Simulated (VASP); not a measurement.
# BaTiO3 in VASP: single point with r2SCAN+U

Aim: the single point of BaTiO3 with r2SCAN+U.

All numbers are computed with VASP 6.6.1; they aren't measurements. Logs are shortened: lines on timing, memory, paths and dates and some standing lists are left out, and cuts for length are marked.

**1. The cell of the first run**

The typed cell holds 10 atoms: a = 7.981 Å, b = 3.991 Å, c = 3.991 Å, α = 89.99°, β = 89.99°, γ = 89.99°.

**2. Single point, r2SCAN+U**

POSCAR reads:

```
BaTiO3
1.0
    7.9806958681     -0.0099334465     -0.0099078773
    0.0053377841      3.9905016695     -0.0049594302
    0.0053377841      0.0053255651      3.9905011977
Ba Ti O
2 2 6
Direct
    0.0021062094      0.0042364374      0.0042364374
    0.5021062094      0.0042364374      0.0042364374
    0.2520692422      0.5041945063      0.5041945063
    0.7520692422      0.5041945063      0.5041945063
    0.2521470168      0.5042788121      0.0043173778
    0.7521470168      0.5042788121      0.0043173778
    0.0021805149      0.5042728665      0.5042728665
    0.5021805149      0.5042728665      0.5042728665
    0.2521470168      0.0043173778      0.5042788121
    0.7521470168      0.0043173778      0.5042788121
```

INCAR.step1 reads:

```
  PREC = Accurate
  ENCUT = 660
  ISMEAR = -1
  SIGMA = 0.1
  LREAL = F
  LASPH = T
  NELM = 200
  LMAXMIX = 4
  LDAU = T
  LDAUTYPE = 2
  LDAUL = -1 2 1
  LDAUU = 0 1.04 6.9
  LDAUJ = 0 0 0
  NBANDS = 51
  GGA = PE
  ALGO = Normal
  EDIFF = 1E-5
  LWAVE = T
  LCHARG = F
  GGA_COMPAT = F
```

INCAR.step2 reads:

```
  PREC = Accurate
  ENCUT = 660
  EDIFF = 1E-6
  ISMEAR = -1
  SIGMA = 0.1
  LREAL = F
  LASPH = T
  NELM = 200
  ALGO = Normal
  ISIF = 2
  LWAVE = F
  LCHARG = F
  LMAXMIX = 4
  LDAU = T
  LDAUTYPE = 2
  LDAUL = -1 2 1
  LDAUU = 0 1.04 6.9
  LDAUJ = 0 0 0
  LDAUPRINT = 1
  METAGGA = R2SCAN
  LMIXTAU = T
  NBANDS = 51
  ISTART = 1
  GGA_COMPAT = F
```

KPOINTS reads:

```
regular mesh
0
Gamma
  3 5 5
```

Potentials or basis: VASP PAW PBE potentials, release 64 (Ba_sv, Ti_sv, O).

Launch:

```sh
> cat potpaw_PBE.64/Ba_sv/POTCAR potpaw_PBE.64/Ti_sv/POTCAR potpaw_PBE.64/O/POTCAR > POTCAR
> cp INCAR.step1 INCAR
> mpirun -np 1 vasp_std > vasp.out
> cp INCAR.step2 INCAR
> mpirun -np 1 vasp_std > vasp.out
```

OUTCAR:

```text
PREC = Accurate
   ENCUT = 660
   EDIFF = 1E-6
   ISMEAR = -1
   LREAL = F
   LASPH = T
   NELM = 200
   ISIF = 2
   METAGGA = R2SCAN
   ISTART = 1

 ion  position               nearest neighbor table
   1  0.002  0.004  0.004-   6 2.82  10 2.82   6 2.82  10 2.82   7 2.82   7 2.82   5 2.82   9 2.82
                             7 2.82   7 2.82   5 2.82   9 2.82   3 3.46   3 3.46   4 3.46   3 3.46
   2  0.502  0.004  0.004-   5 2.82   9 2.82   5 2.82   9 2.82   8 2.82   8 2.82   6 2.82  10 2.82
                             8 2.82   8 2.82   6 2.82  10 2.82   4 3.46   4 3.46   3 3.46   4 3.46
   3  0.252  0.504  0.504-   7 1.99   9 1.99   5 1.99   9 2.00   5 2.00   8 2.00   1 3.46   1 3.46
                             2 3.46   1 3.46   1 3.46   2 3.46   2 3.46   2 3.46
   4  0.752  0.504  0.504-   8 1.99  10 1.99   6 1.99  10 2.00   6 2.00   7 2.00   2 3.46   2 3.46
                             1 3.46   2 3.46   2 3.46   1 3.46   1 3.46   1 3.46
   5  0.252  0.504  0.004-   3 1.99   3 2.00   2 2.82   2 2.82   1 2.82   1 2.82
   6  0.752  0.504  0.004-   4 1.99   4 2.00   1 2.82   1 2.82   2 2.82   2 2.82
   7  0.002  0.504  0.504-   3 1.99   4 2.00   1 2.82   1 2.82   1 2.82   1 2.82
   8  0.502  0.504  0.504-   4 1.99   3 2.00   2 2.82   2 2.82   2 2.82   2 2.82
   9  0.252  0.004  0.504-   3 1.99   3 2.00   2 2.82   2 2.82   1 2.82   1 2.82
  10  0.752  0.004  0.504-   4 1.99   4 2.00   1 2.82   1 2.82   2 2.82   2 2.82
[... 9 lines left out ...]
 A1 = (  -0.0053377841,  -3.9905016695,   0.0049594302)
 A2 = (  -0.0053377841,  -0.0053255651,  -3.9905011977)
 A3 = (   7.9806958681,  -0.0099334465,  -0.0099078773)

Analysis of symmetry for initial positions (statically):
=====================================================================
 Subroutine PRICEL returns following result:

  LATTYP: Found a base centered monoclinic cell.
 ALAT       =     5.6436949277
 B/A-ratio  =     0.9999064637
 C/A-ratio  =     0.7070463856
 COS(beta)  =    -0.0001336096

  Lattice vectors:

 A1 = (  -0.0053377841,  -3.9905016695,   0.0049594302)
 A2 = (  -0.0053377841,  -0.0053255651,  -3.9905011977)
 A3 = (   3.9903479340,  -0.0049667233,  -0.0049539387)

   2 primitive cells build up your supercell.

 Routine SETGRP: Setting up the symmetry group for a
 base centered monoclinic supercell.

 Subroutine GETGRP returns: Found  2 space group operations
 (whereof  2 operations were pure point group operations)
 out of a pool of  4 trial point group operations.

The static configuration has the point symmetry C_1h.

Analysis of symmetry for dynamics (positions and initial velocities):
=====================================================================
 Subroutine PRICEL returns following result:

  LATTYP: Found a base centered monoclinic cell.
 ALAT       =     5.6436949277
 B/A-ratio  =     0.9999064637
 C/A-ratio  =     0.7070463856
 COS(beta)  =    -0.0001336096

  Lattice vectors:

 A1 = (  -0.0053377841,  -3.9905016695,   0.0049594302)
 A2 = (  -0.0053377841,  -0.0053255651,  -3.9905011977)
 A3 = (   3.9903479340,  -0.0049667233,  -0.0049539387)

   2 primitive cells build up your supercell.

 Routine SETGRP: Setting up the symmetry group for a
 base centered monoclinic supercell.

 Subroutine GETGRP returns: Found  2 space group operations
 (whereof  2 operations were pure point group operations)
 out of a pool of  4 trial point group operations.

The dynamic configuration has the point symmetry C_1h.

 Subroutine INISYM returns: Found  2 space group operations
[... 151 lines left out ...]
 -0.0000  0.1056  0.0003 -0.0000  0.0002
 -0.0000  0.0003  0.2403  0.0003 -0.0001
 -0.0000 -0.0000  0.0003  0.1056 -0.0002
 -0.0003  0.0002 -0.0001 -0.0002  0.2404

spin component  2

  0.1056 -0.0000 -0.0000 -0.0000 -0.0003
 -0.0000  0.1056  0.0003 -0.0000  0.0002
 -0.0000  0.0003  0.2403  0.0003 -0.0001
 -0.0000 -0.0000  0.0003  0.1056 -0.0002
 -0.0003  0.0002 -0.0001 -0.0002  0.2404

 occupancies and eigenvectors

  o =  0.1056  v =  0.6205  0.4816 -0.0025  0.6189  0.0018  0.0000  0.0000  0.0000  0.0000  0.0000      0.0000  0.0000  0.0000  0.0000  0.0000  0.0000  0.0000  0.0000  0.0000  0.0000
  o =  0.1056  v =  0.0000  0.0000  0.0000  0.0000  0.0000  0.6205  0.4816 -0.0025  0.6189  0.0018      0.0000  0.0000  0.0000  0.0000  0.0000  0.0000  0.0000  0.0000  0.0000  0.0000
  o =  0.1056  v =  0.7062  0.0000  0.0016 -0.7080  0.0009  0.0000  0.0000  0.0000  0.0000  0.0000      0.0000  0.0000  0.0000  0.0000  0.0000  0.0000  0.0000  0.0000  0.0000  0.0000
  o =  0.1056  v =  0.0000  0.0000  0.0000  0.0000  0.0000  0.7062  0.0000  0.0016 -0.7080  0.0009      0.0000  0.0000  0.0000  0.0000  0.0000  0.0000  0.0000  0.0000  0.0000  0.0000
  o =  0.1056  v =  0.0000  0.0000  0.0000  0.0000  0.0000 -0.3409  0.8764 -0.0012 -0.3401 -0.0024      0.0000  0.0000  0.0000  0.0000  0.0000  0.0000  0.0000  0.0000  0.0000  0.0000
  o =  0.1056  v = -0.3409  0.8764 -0.0012 -0.3401 -0.0024  0.0000  0.0000  0.0000  0.0000  0.0000      0.0000  0.0000  0.0000  0.0000  0.0000  0.0000  0.0000  0.0000  0.0000  0.0000
  o =  0.2402  v =  0.0013 -0.0026 -0.8660 -0.0013 -0.5000  0.0000  0.0000  0.0000  0.0000  0.0000      0.0000  0.0000  0.0000  0.0000  0.0000  0.0000  0.0000  0.0000  0.0000  0.0000
  o =  0.2402  v =  0.0000  0.0000  0.0000  0.0000  0.0000  0.0013 -0.0026 -0.8660 -0.0013 -0.5000      0.0000  0.0000  0.0000  0.0000  0.0000  0.0000  0.0000  0.0000  0.0000  0.0000
  o =  0.2405  v =  0.0000  0.0000  0.0000  0.0000  0.0000 -0.0022 -0.0000 -0.5000 -0.0022  0.8660      0.0000  0.0000  0.0000  0.0000  0.0000  0.0000  0.0000  0.0000  0.0000  0.0000
  o =  0.2405  v = -0.0022 -0.0000 -0.5000 -0.0022  0.8660  0.0000  0.0000  0.0000  0.0000  0.0000      0.0000  0.0000  0.0000  0.0000  0.0000  0.0000  0.0000  0.0000  0.0000  0.0000

atom =   4  type =  2  l = 2

 onsite density matrix

spin component  1

  0.1056 -0.0000 -0.0000 -0.0000 -0.0003
 -0.0000  0.1056  0.0003 -0.0000  0.0002
 -0.0000  0.0003  0.2403  0.0003 -0.0001
 -0.0000 -0.0000  0.0003  0.1056 -0.0002
 -0.0003  0.0002 -0.0001 -0.0002  0.2404

spin component  2

  0.1056 -0.0000 -0.0000 -0.0000 -0.0003
 -0.0000  0.1056  0.0003 -0.0000  0.0002
 -0.0000  0.0003  0.2403  0.0003 -0.0001
 -0.0000 -0.0000  0.0003  0.1056 -0.0002
 -0.0003  0.0002 -0.0001 -0.0002  0.2404

 occupancies and eigenvectors

  o =  0.1056  v =  0.6205  0.4816 -0.0025  0.6189  0.0018  0.0000  0.0000  0.0000  0.0000  0.0000      0.0000  0.0000  0.0000  0.0000  0.0000  0.0000  0.0000  0.0000  0.0000  0.0000
  o =  0.1056  v =  0.0000  0.0000  0.0000  0.0000  0.0000  0.6205  0.4816 -0.0025  0.6189  0.0018      0.0000  0.0000  0.0000  0.0000  0.0000  0.0000  0.0000  0.0000  0.0000  0.0000
  o =  0.1056  v =  0.7062  0.0000  0.0016 -0.7080  0.0009  0.0000  0.0000  0.0000  0.0000  0.0000      0.0000  0.0000  0.0000  0.0000  0.0000  0.0000  0.0000  0.0000  0.0000  0.0000
  o =  0.1056  v =  0.0000  0.0000  0.0000  0.0000  0.0000  0.7062  0.0000  0.0016 -0.7080  0.0009      0.0000  0.0000  0.0000  0.0000  0.0000  0.0000  0.0000  0.0000  0.0000  0.0000
  o =  0.1056  v =  0.0000  0.0000  0.0000  0.0000  0.0000 -0.3409  0.8764 -0.0012 -0.3401 -0.0024      0.0000  0.0000  0.0000  0.0000  0.0000  0.0000  0.0000  0.0000  0.0000  0.0000
  o =  0.1056  v = -0.3409  0.8764 -0.0012 -0.3401 -0.0024  0.0000  0.0000  0.0000  0.0000  0.0000      0.0000  0.0000  0.0000  0.0000  0.0000  0.0000  0.0000  0.0000  0.0000  0.0000
  o =  0.2402  v =  0.0013 -0.0026 -0.8660 -0.0013 -0.5000  0.0000  0.0000  0.0000  0.0000  0.0000      0.0000  0.0000  0.0000  0.0000  0.0000  0.0000  0.0000  0.0000  0.0000  0.0000
  o =  0.2402  v =  0.0000  0.0000  0.0000  0.0000  0.0000  0.0013 -0.0026 -0.8660 -0.0013 -0.5000      0.0000  0.0000  0.0000  0.0000  0.0000  0.0000  0.0000  0.0000  0.0000  0.0000
  o =  0.2405  v =  0.0000  0.0000  0.0000  0.0000  0.0000 -0.0022 -0.0000 -0.5000 -0.0022  0.8660      0.0000  0.0000  0.0000  0.0000  0.0000  0.0000  0.0000  0.0000  0.0000  0.0000
  o =  0.2405  v = -0.0022 -0.0000 -0.5000 -0.0022  0.8660  0.0000  0.0000  0.0000  0.0000  0.0000      0.0000  0.0000  0.0000  0.0000  0.0000  0.0000  0.0000  0.0000  0.0000  0.0000

 number of electron      80.0000004 magnetization

 Free energy of the ion-electron system (eV)
  ---------------------------------------------------
  ext. energy  EPLUGINS =         0.00000000
  ---------------------------------------------------
  free energy    TOTEN  =      -117.18635834 eV

  energy without entropy =     -117.18635412  energy(sigma->0) =     -117.18635623

 E-fermi :   4.6057     XC(G=0): -11.9445

 val. band max:        3.2993716078   @ k =   0.0000  -0.4000   0.4000
 cond. band min:       5.8027195055   @ k =   0.0000   0.0000   0.0000
 fundamental gap:      2.5033478977
 Fermi energy:         4.6056717622

 k-point     1 :       0.0000    0.0000    0.0000
  band No.  band energies     occupation
      1     -55.6748      2.00000
      2     -55.6738      2.00000
      3     -30.8653      2.00000
      4     -30.8133      2.00000
      5     -30.8132      2.00000
      6     -30.8131      2.00000
[... 1285 lines left out ...]
     50      11.2640      0.00000
     51      11.8083      0.00000

------------------------ aborting loop because EDIFF is reached ----------------------------------------

  FORCE on cell =-STRESS in cart. coord.  units (eV):
  Direction    XX          YY          ZZ          XY          YZ          ZX
  --------------------------------------------------------------------------------------
  -------------------------------------------------------------------------------------
  Total        0.3664321      0.3702553      0.3703377     -0.0087202     -0.0159702     -0.0086971
  in kB        4.6196203      4.6678194      4.6688573     -0.1099353     -0.2013367     -0.1096441
  external PRESSURE =       4.6520990 kB  Pullay stress =       0.0000000 kB

 VOLUME and BASIS-vectors are now :
 -----------------------------------------------------------------------------
  energy-cutoff  :      660.00
  volume of cell :      127.09
      direct lattice vectors                 reciprocal lattice vectors
     7.980695868 -0.009933447 -0.009907877     0.125301940 -0.000167815 -0.000167383
     0.005337784  3.990501669 -0.004959430     0.000311495  0.250594226 -0.000334850
     0.005337784  0.005325565  3.990501198     0.000311495  0.000311024  0.250594257

 POSITION                                       TOTAL-FORCE (eV/Angst)
 -----------------------------------------------------------------------------------
      0.01685      0.01691      0.01686         0.004011     -0.003229     -0.003221
      4.00720      0.01194      0.01191         0.004011     -0.003229     -0.003221
      2.01707      2.01217      2.00699        -0.009107      0.006197      0.006181
      6.00742      2.00720      2.00204        -0.009107      0.006197      0.006181
      2.01502      2.00984      0.01223         0.003809     -0.003110      0.003295
      6.00537      2.00488      0.00728         0.003809     -0.003110      0.003295
      0.02279      2.01497      2.00978        -0.002522     -0.003144     -0.003136
      4.01313      2.01000      2.00483        -0.002522     -0.003144     -0.003136
      2.01502      0.01741      2.00981         0.003809      0.003287     -0.003119
      6.00537      0.01244      2.00485         0.003809      0.003287     -0.003119
 -----------------------------------------------------------------------------------
    total drift:                               -0.033209      0.035181      0.035088

  FREE ENERGIE OF THE ION-ELECTRON SYSTEM (eV)
  ---------------------------------------------------
  free  energy   TOTEN  =      -117.1863583448 eV

  energy  without entropy=     -117.1863541179  energy(sigma->0) =     -117.18635623
```

Run time: 8.5 min. Hardware: 1 thread of Intel Xeon 6975P-C (Granite Rapids), shared host; peak memory 0.43 GiB.

Results:

```yaml
Free_energy: -117.1864 eV
Pressure: 0.5 GPa
Largest_force: 0.013 eV/Å
Band_gap_on_the_k_mesh: 2.50 eV
```

Forces on the atoms (eV/Å):
```
Ba   0.004 -0.003 -0.003
Ba   0.004 -0.003 -0.003
Ti  -0.009  0.006  0.006
Ti  -0.009  0.006  0.006
O    0.004 -0.003  0.003
O    0.004 -0.003  0.003
O   -0.003 -0.003 -0.003
O   -0.003 -0.003 -0.003
O    0.004  0.003 -0.003
O    0.004  0.003 -0.003
```

Eigenvalues of the final occupation matrices:
```tsv
site	spin	trace	eigenvalues
site 3 d	1	0.80	0.11 0.11 0.11 0.24 0.24
site 3 d	2	0.80	0.11 0.11 0.11 0.24 0.24
site 4 d	1	0.80	0.11 0.11 0.11 0.24 0.24
site 4 d	2	0.80	0.11 0.11 0.11 0.24 0.24
```

Caveat: the PAW data sets were made with another functional, which shifts forces and pressure a little; spin-orbit coupling is left out, which moves the levels of the heavy elements; an odd mesh through Γ misses points on the zone boundary, where band edges can lie.
